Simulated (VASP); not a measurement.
A run of VASP 6.6.1:

Contents of POSCAR:

```
InAs
1.0
    0.0000000000      2.9563908761      2.9563908761
    2.9563908761      0.0000000000      2.9563908761
    2.9563908761      2.9563908761      0.0000000000
In As
1 1
Direct
    0.0000000000      0.0000000000      0.0000000000
    0.7500000000      0.7500000000      0.7500000000
```

File INCAR.step1:

```
ALGO     = Normal         # electronic algorithm
EDIFF    = 1E-5           # SCF threshold, eV
ENCUT    = 440            # plane-wave cutoff, eV
GGA      = PE             # functional
GGA_COMPAT= False        
ISIF     = 2              # what is computed and relaxed
ISMEAR   = -1             # smearing method
LASPH    = True           # aspherical terms in the spheres
LCHARG   = False          # write CHGCAR
LREAL    = False          # projectors in reciprocal space
LWAVE    = True           # write WAVECAR
NBANDS   = 21             # bands
NELM     = 120            # most SCF steps
PREC     = Accurate       # precision mode
SIGMA    = 0.05           # smearing width, eV
```

INCAR.step2

```
AEXX     = 0.5            # exact-exchange fraction
ALGO     = Normal         # electronic algorithm
EDIFF    = 1E-6           # SCF threshold, eV
ENCUT    = 440            # plane-wave cutoff, eV
GGA_COMPAT= False        
ISIF     = 2              # what is computed and relaxed
ISMEAR   = -1             # smearing method
ISTART   = 1            
LASPH    = True           # aspherical terms in the spheres
LCHARG   = False          # write CHGCAR
LHFCALC  = True           # exact exchange
LMIXTAU  = True         
LREAL    = False          # projectors in reciprocal space
LWAVE    = False          # write WAVECAR
METAGGA  = R2SCAN         # meta-GGA
NBANDS   = 21             # bands
NELM     = 120            # most SCF steps
PREC     = Accurate       # precision mode
PRECFOCK = Normal       
SIGMA    = 0.05           # smearing width, eV
```

KPOINTS

```
k-points
0
Gamma
  4 4 4
```

Potentials or basis: VASP PAW PBE potentials, release 64 (In_d, As_d).

Command:

```console
$ cat potpaw_PBE.64/In_d/POTCAR potpaw_PBE.64/As_d/POTCAR > POTCAR
$ cp INCAR.step1 INCAR
$ mpirun -np 1 vasp_std > vasp.out
$ cp INCAR.step2 INCAR
$ mpirun -np 1 vasp_std > vasp.out
```

Hardware: 1 thread of Intel(R) Xeon(R) 6975P-C (Granite Rapids), on a shared host.

**Question.** Estimate the wall time of this run.

**Answer.** Run time: 7.4 min on 1 thread of Intel(R) Xeon(R) 6975P-C (Granite Rapids) (shared host), peak memory 0.17 GiB. Counts: k points 8.
